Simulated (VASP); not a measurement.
Input of a VASP 6.6.1 run:

INCAR

```
  PREC = Accurate
  ENCUT = 520
  EDIFF = 1E-6
  ISMEAR = -1
  SIGMA = 0.08
  LREAL = F
  LASPH = T
  NELM = 60
  ALGO = Normal
  ISIF = 2
  LWAVE = F
  LCHARG = F
  GGA = PS
  NBANDS = 23
```

The input KPOINTS:

```
Automatic mesh
0
Gamma
  12 12 8
```

The input POSCAR:

```
SbPt
1.0
    4.1598933679      0.0000000000      0.0000000000
   -2.0799466840      3.6025733337      0.0000000000
    0.0000000000      0.0000000000      5.4615104224
Sb Pt
2 2
Direct
    0.3333333333      0.6666666667      0.2500000000
    0.6666666667      0.3333333333      0.7500000000
    0.0000000000      0.0000000000      0.0000000000
    0.0000000000      0.0000000000      0.5000000000
```

Potentials or basis: VASP PAW PBE potentials, release 64 (Sb, Pt).

Command:

```console
$ cat potpaw_PBE.64/Sb/POTCAR potpaw_PBE.64/Pt/POTCAR > POTCAR
$ mpirun -np 1 vasp_std > vasp.out
```

**Question.** Predict the pressure.

**Answer.** 0.8 GPa.

**Question.** What does it give for the band gap on the k mesh?

**Answer.** Zero (bands 15 and 16 overlap by 4.09 eV).

Caveat: the PAW data sets were made with another functional, which shifts forces and pressure a little; spin-orbit coupling is left out, which moves the levels of the heavy elements.
